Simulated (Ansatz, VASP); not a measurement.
## One calculation of SiNi3, two programs

```
Ni Si
1.0
     3.54200    0.00000    0.00000
     0.00000    3.54200    0.00000
     0.00000    0.00000    3.54200
Ni Si
3 1
Direct
  0.50000 0.50000 0.00000
  0.50000 0.00000 0.50000
  0.00000 0.50000 0.50000
  0.00000 0.00000 0.00000
```

Alike in both runs: task single point; functional PBE; k mesh 8 × 8 × 8; occupations fermi-dirac, width 0.05 eV; collinear spin; fixed moment 3.6 μB.

|  | VASP | Ansatz |
| --- | --- | --- |
| version | VASP 6.6.1 | Ansatz 0.2.0 |
| potentials or method | VASP PAW PBE potentials, release 64 (Ni, Si), cutoff 600 eV | all-electron LAPW, scalar-relativistic |

|  | VASP | Ansatz | Ansatz less VASP |
| --- | --- | --- | --- |
| pressure (GPa) | 5.2 | 5.2 | -0.04 |
| size of the moment on the site where the two differ most (μB) | 0.20 | 0.29 | +0.090 |

Site moments also hang on the region over which each program counts them. Ansatz ran all-electron here, and VASP with PAW potentials.
